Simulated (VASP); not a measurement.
Input of a VASP 6.6.1 run:

POSCAR

```
NaF
1.0
    0.0000000000      2.2858208655      2.4001119087
    2.2858208655      0.0000000000      2.4001119087
    2.2858208655      2.2858208655      0.0000000000
Na F
1 1
Direct
    0.0000000000      0.0000000000      0.0000000000
    0.5000000000      0.5000000000      0.5000000000
```

The input INCAR.step1:

```
  ALGO = Normal
  EDIFF = 1E-4
  ENCUT = 520
  GGA = PE
  ISMEAR = 0
  LASPH = True
  LCHARG = False
  LREAL = False
  LWAVE = True
  NBANDS = 14
  NELM = 60
  PREC = Accurate
  SIGMA = 0.05
```

INCAR.step2

```
  ALGO = Normal
  EDIFF = 1E-6
  ENCUT = 520
  ISIF = 2
  ISMEAR = 0
  ISTART = 1
  LASPH = True
  LCHARG = False
  LMIXTAU = True
  LREAL = False
  LWAVE = False
  METAGGA = R2SCAN
  NBANDS = 14
  NELM = 60
  PREC = Accurate
  SIGMA = 0.05
```

KPOINTS

```
k-points
0
Gamma
  10 10 10
```

Potentials or basis: VASP PAW PBE potentials, release 64 (Na_pv, F).

Command:

```bash
$ cat potpaw_PBE.64/Na_pv/POTCAR potpaw_PBE.64/F/POTCAR > POTCAR
$ cp INCAR.step1 INCAR
$ mpirun -np 1 vasp_std > vasp.out
$ cp INCAR.step2 INCAR
$ mpirun -np 1 vasp_std > vasp.out
```

(1) What does it give for the pressure?

(2) Predict the band gap on the k mesh.

Answers

(1) -1.9 GPa.

(2) 7.12 eV.

Caveat: the PAW data sets were made with another functional, which shifts forces and pressure a little.
